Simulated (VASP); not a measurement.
# BN (P6_3/mmc) in VASP: notebook

BN is run at these levels: PBEsol; tasks: single point.

Program: VASP 6.6.1. These are calculated values, not measurements. Logs are shortened: lines on timing, memory, paths and dates and some standing lists are left out, and cuts for length are marked.

**1. The cell of the first run**

The structure is hexagonal, space group P6_3/mmc (No. 194). The conventional cell has a = 2.504 Å, b = 2.504 Å, c = 6.861 Å, α = 90.00°, β = 90.00°, γ = 120.00°. Within 1.9 Å of B (site symmetry -6m2) lie 3 N at 1.45 Å. Within 1.9 Å of N (site symmetry -6m2) lie 3 B at 1.45 Å.

**2. Single point, PBEsol (zz strain of +3 %)**

The input, INCAR:

```
SYSTEM = BN
ALGO = Normal
EDIFF = 1E-7
ENCUT = 520
GGA = PS
ISIF = 2
ISMEAR = -1
LASPH = .TRUE.
LCHARG = .TRUE.
LELF = .TRUE.
LREAL = .FALSE.
LVHAR = .TRUE.
LWAVE = .FALSE.
NBANDS = 16
NELM = 100
PREC = Accurate
SIGMA = 0.02
```

The input, KPOINTS:

```
k-points
0
G
  11 11 4
  0 0 0
```

The input, POSCAR:

```
BN
1.0
    2.5039917043      0.0000000000      0.0000000000
   -1.2519958522      2.1685204268      0.0000000000
    0.0000000000      0.0000000000      6.8610360000
B N
2 2
Direct
    0.3333333333      0.6666666667      0.2500000000
    0.6666666667      0.3333333333      0.7500000000
    0.3333333333      0.6666666667      0.7500000000
    0.6666666667      0.3333333333      0.2500000000
```

Potentials or basis: VASP PAW PBE potentials, release 64 (B, N).

The run is started by

```console
$ cat potpaw_PBE.64/B/POTCAR potpaw_PBE.64/N/POTCAR > POTCAR
$ mpirun -np 1 vasp_std > vasp.out
```

OUTCAR:

```text
SYSTEM = BN
   EDIFF = 1E-7
   ENCUT = 520
   GGA = PS
   ISIF = 2
   ISMEAR = -1
   LASPH = .TRUE.
   LREAL = .FALSE.
   NELM = 100
   PREC = Accurate

 ion  position               nearest neighbor table
   1  0.333  0.667  0.250-   4 1.45   4 1.45   4 1.45
   2  0.667  0.333  0.750-   3 1.45   3 1.45   3 1.45
   3  0.333  0.667  0.750-   2 1.45   2 1.45   2 1.45
   4  0.667  0.333  0.250-   1 1.45   1 1.45   1 1.45

  LATTYP: Found a hexagonal cell.
 ALAT       =     2.5039917043
 C/A-ratio  =     2.7400394291

  Lattice vectors:

 A1 = (   2.5039917043,   0.0000000000,   0.0000000000)
 A2 = (  -1.2519958522,   2.1685204268,   0.0000000000)
 A3 = (   0.0000000000,   0.0000000000,   6.8610360000)

Analysis of symmetry for initial positions (statically):
=====================================================================
 Subroutine PRICEL returns:
 Original cell was already a primitive cell.

 Routine SETGRP: Setting up the symmetry group for a
 hexagonal supercell.

 Subroutine GETGRP returns: Found 24 space group operations
 (whereof 12 operations were pure point group operations)
 out of a pool of 24 trial point group operations.

The static configuration has the point symmetry D_3d.
 The point group associated with its full space group is D_6h.

Analysis of symmetry for dynamics (positions and initial velocities):
=====================================================================
 Subroutine PRICEL returns:
 Original cell was already a primitive cell.

 Routine SETGRP: Setting up the symmetry group for a
 hexagonal supercell.

 Subroutine GETGRP returns: Found 24 space group operations
 (whereof 12 operations were pure point group operations)
 out of a pool of 24 trial point group operations.

The dynamic configuration has the point symmetry D_3d.
 The point group associated with its full space group is D_6h.

 Subroutine INISYM returns: Found 24 space group operations
 (whereof 12 operations are pure point group operations),
 and found     1 'primitive' translations

----------------------------------------------------------------------------------------

                                     Primitive cell

  volume of cell :      37.2551

  direct lattice vectors                    reciprocal lattice vectors
     2.503991704  0.000000000  0.000000000     0.399362345  0.230571958  0.000000000
    -1.251995852  2.168520427  0.000000000     0.000000000  0.461143915  0.000000000
     0.000000000  0.000000000  6.861036000     0.000000000  0.000000000  0.145750583

  length of vectors
     2.503991704  2.503991704  6.861036000     0.461143915  0.461143915  0.145750583

  position of ions in fractional coordinates (direct lattice)
     0.333333333  0.666666667  0.250000000
     0.666666667  0.333333333  0.750000000
     0.333333333  0.666666667  0.750000000
     0.666666667  0.333333333  0.250000000

  ion indices of the primitive-cell ions
   primitive index   ion index
                 1           1
                 2           2
                 3           3
                 4           4

----------------------------------------------------------------------------------------

 KPOINTS: k-points

Automatic generation of k-mesh.
 Grid dimensions read from file:
 generate k-points for:   11   11    4

 Generating k-lattice:

  Cartesian coordinates                     Fractional coordinates (reciprocal lattice)
     0.036305668  0.020961087  0.000000000     0.090909091 -0.000000000  0.000000000
     0.000000000  0.041922174  0.000000000     0.000000000  0.090909091  0.000000000
     0.000000000  0.000000000  0.036437646     0.000000000  0.000000000  0.250000000

  Length of vectors
     0.041922174  0.041922174  0.036437646

  Shift w.r.t. Gamma in fractional coordinates (k-lattice)
     0.000000000  0.000000000  0.000000000

 Subroutine IBZKPT returns following result:
 ===========================================

 Found     48 irreducible k-points:

 Following reciprocal coordinates:
            Coordinates               Weight
  0.000000  0.000000  0.000000      1.000000
  0.090909  0.000000  0.000000      6.000000
  0.181818  0.000000  0.000000      6.000000
  0.272727  0.000000  0.000000      6.000000
  0.363636  0.000000  0.000000      6.000000
  0.454545  0.000000  0.000000      6.000000
[... 16 lines left out ...]
  0.090909  0.090909  0.250000     12.000000
  0.181818  0.090909  0.250000     24.000000
 [... further k-points ...]
   k-points           NKPTS =     48   k-points in BZ     NKDIM =     48   number of bands    NBANDS=     16
   number of dos      NEDOS =    301   number of ions     NIONS =      4
   total plane-waves  NPLWV =  21600
   dimension x,y,z NGX =    20 NGY =   20 NGZ =   54
   dimension x,y,z NGXF=    40 NGYF=   40 NGZF=  108
   ions per type =               2   2
   NGX,Y,Z   is equivalent  to a cutoff of  13.28, 13.28, 13.08 a.u.
   NGXF,Y,Z  is equivalent  to a cutoff of  26.56, 26.56, 26.17 a.u.
 SYSTEM =  BN
   PREC   = accura    normal or accurate (medium, high low for compatibility)
   ISTART =      0    job   : 0-new  1-cont  2-samecut
   ICHARG =      2    charge: 1-file 2-atom 10-const
   ISPIN  =      1    spin polarized calculation?
   LNONCOLLINEAR =      F non collinear calculations
   LSORBIT =      F    spin-orbit coupling
   LASPH  =      T    aspherical Exc in radial PAW
   ENCUT  =  520.0 eV  38.22 Ry    6.18 a.u.   4.66  4.66 12.76*2*pi/ulx,y,z
   NELM   =    100;   NELMIN=  2; NELMDL= -5     # of ELM steps
   EDIFF  = 0.1E-06   stopping-criterion for ELM
   LREAL  =      F    real-space projection
   EDIFFG = 0.1E-05   stopping-criterion for IOM
   NSW    =      0    number of steps for IOM
   IBRION =     -1    ionic relax: 0-MD 1-quasi-New 2-CG
   NFREE  =      0    steps in history (QN), initial steepest desc. (CG)
   ISIF   =      2    stress and relaxation
   ISYM   =      2    0-nonsym 1-usesym 2-fastsym
   POTIM  = 0.5000    time-step for ionic-motion
   TEBEG  =    0.0;   TEEND  =   0.0 temperature during run
   PSTRESS=    0.0 pullay stress
   NELECT =      16.0000    total number of electrons
   NUPDOWN=      -1.0000    fix difference up-down
   EMIN   =  10.00;   EMAX   =-10.00  energy-range for DOS
   EFERMI =   0.00;   METHOD = LEGACY
   ISMEAR =    -1;   SIGMA  =   0.02  broadening in eV -4-tet -1-fermi 0-gaus
   EFERMI_NEDOS =   21; number of points for ismear=-14 and -15
   IALGO  =     38    algorithm
   IMIX   =      4    mixing-type and parameters
     AMIX     =   0.40;   BMIX     =  1.00
     AMIX_MAG =   1.60;   BMIX_MAG =  1.00
  volume/ion in A,a.u.               =       9.31        62.85
  Fermi-wavevector in a.u.,A,eV,Ry     =   1.235149  2.334094 20.756964  1.525594
  Thomas-Fermi vector in A             =   2.369811
   LORBIT       =      0    0 simple, 1 ext, 2 COOP (PROOUT), +10 PAW based schemes
   GGA     = PS    functional components
   LHFCALC =     F    Hartree Fock is set to
   AEXX    =    0.0000 exact exchange contribution
   IVDW    =     0    specifies the selected vdW correction
   LEPSILON=     F    determine dielectric tensor
   LRPA    =     F    only Hartree local field effects (RPA)
 non-spin polarized calculation
  energy-cutoff  :      520.00
  volume of cell :       37.26
 maximum number of plane-waves:      1046
 NGX is ok and might be reduce to    20
   NGX =  9   NGY =  9   NGZ = 25

 number of electron      16.0000000 magnetization

 Free energy of the ion-electron system (eV)
  ---------------------------------------------------
  ext. energy  EPLUGINS =         0.00000000
  ---------------------------------------------------
  free energy    TOTEN  =       -36.56985545 eV

  energy without entropy =      -36.56985545  energy(sigma->0) =      -36.56985545

 E-fermi :   2.4458     XC(G=0): -10.0822

 val. band max:        1.9520149034   @ k =   0.3636   0.2727   0.0000
 cond. band min:       6.2340272711   @ k =   0.4545   0.0909   0.0000
 fundamental gap:      4.2820123677
 Fermi energy:         2.4457990610

 k-point     1 :       0.0000    0.0000    0.0000
  band No.  band energies     occupation
      1     -15.7972      2.00000
      2     -15.5613      2.00000
      3      -4.2204      2.00000
      4      -2.3647      2.00000
      5       0.6261      2.00000
      6       0.6261      2.00000
[... 8 lines left out ...]
     15      13.9552      0.00000
     16      14.8903      0.00000

 k-point     2 :       0.0909    0.0000    0.0000
  band No.  band energies     occupation
      1     -15.6352      2.00000
      2     -15.4040      2.00000
      3      -3.9979      2.00000
      4      -2.1627      2.00000
      5      -0.0333      2.00000
      6      -0.0127      2.00000
[... 8 lines left out ...]
     15      14.3072      0.00000
     16      14.5387      0.00000

 k-point     3 :       0.1818    0.0000    0.0000
  band No.  band energies     occupation
      1     -15.1599      2.00000
      2     -14.9425      2.00000
      3      -3.3401      2.00000
      4      -1.6635      2.00000
      5      -1.6354      2.00000
      6      -1.5707      2.00000
[... 8 lines left out ...]
     15      16.0378      0.00000
     16      16.1289      0.00000

 k-point     4 :       0.2727    0.0000    0.0000
  band No.  band energies     occupation
      1     -14.4106      2.00000
      2     -14.2180      2.00000
      3      -3.6591      2.00000
      4      -3.6109      2.00000
      5      -2.2847      2.00000
      6      -1.1992      2.00000
[... 8 lines left out ...]
     15      17.1100      0.00000
     16      18.6229      0.00000
[... 324 lines left out ...]
 k-point    22 :       0.4545    0.0000    0.2500
  band No.  band energies     occupation
      1     -12.7124      2.00000
      2     -12.6556      2.00000
      3      -6.7898      2.00000
      4      -6.7496      2.00000
      5      -2.1490      2.00000
      6      -2.1148      2.00000
[... 8 lines left out ...]
     15      17.2691      0.00000
     16      19.3665      0.00000

 k-point    23 :       0.0909    0.0909    0.2500
  band No.  band energies     occupation
      1     -15.2852      2.00000
      2     -15.1283      2.00000
      3      -3.3385      2.00000
      4      -2.0912      2.00000
      5      -1.0746      2.00000
      6      -1.0616      2.00000
[... 8 lines left out ...]
     15      15.2031      0.00000
     16      15.5540      0.00000

 k-point    24 :       0.1818    0.0909    0.2500
  band No.  band energies     occupation
      1     -14.6732      2.00000
      2     -14.5297      2.00000
      3      -2.7794      2.00000
      4      -2.7411      2.00000
      5      -2.4565      2.00000
      6      -1.2994      2.00000
[... 8 lines left out ...]
     15      16.6007      0.00000
     16      16.7332      0.00000

 [... further k-points ...]
[... 5 lines left out ...]
  --------------------------------------------------------------------------------------
  -------------------------------------------------------------------------------------
  Total        0.1585079      0.1585079      0.0359616     -0.0000000      0.0000000      0.0000000
  in kB        6.8167185      6.8167185      1.5465477     -0.0000000      0.0000000      0.0000000
  external PRESSURE =       5.0599949 kB  Pullay stress =       0.0000000 kB

 VOLUME and BASIS-vectors are now :
 -----------------------------------------------------------------------------
  energy-cutoff  :      520.00
  volume of cell :       37.26
      direct lattice vectors                 reciprocal lattice vectors
     2.503991704  0.000000000  0.000000000     0.399362345  0.230571958  0.000000000
    -1.251995852  2.168520427  0.000000000     0.000000000  0.461143915  0.000000000
     0.000000000  0.000000000  6.861036000     0.000000000  0.000000000  0.145750583

 POSITION                                       TOTAL-FORCE (eV/Angst)
 -----------------------------------------------------------------------------------
     -0.00000      1.44568      1.71526         0.000000     -0.000000      0.000000
      1.25200      0.72284      5.14578        -0.000000      0.000000      0.000000
     -0.00000      1.44568      5.14578         0.000000     -0.000000      0.000000
      1.25200      0.72284      1.71526        -0.000000      0.000000      0.000000
 -----------------------------------------------------------------------------------
    total drift:                                0.000000     -0.000000      0.000000

  FREE ENERGIE OF THE ION-ELECTRON SYSTEM (eV)
  ---------------------------------------------------
  free  energy   TOTEN  =       -36.5698554544 eV

  energy  without entropy=      -36.5698554544  energy(sigma->0) =      -36.56985545
```

It took 49 s on 1 thread of Intel Xeon 8259CL, shared host; peak memory 0.16 GiB.

What came out:

```yaml
Free_energy: -36.5699 eV
Pressure: 0.5 GPa
Band_gap_on_the_k_mesh: 4.28 eV, indirect (least direct gap 4.62 eV)
```

Stress tensor (GPa, compression positive):
```
0.68 0.00 0.00
0.00 0.68 0.00
0.00 0.00 0.15
```

Caveat: the cell differs from its parent crystal (zz strain of +3 %); the PAW data sets were made with another functional, which shifts forces and pressure a little; this functional lacks dispersion, which binds the layers, so the pressure and a relaxed spacing across them are unreliable. A k mesh can miss the band edges.

(Part 1 of 2 ends here.)
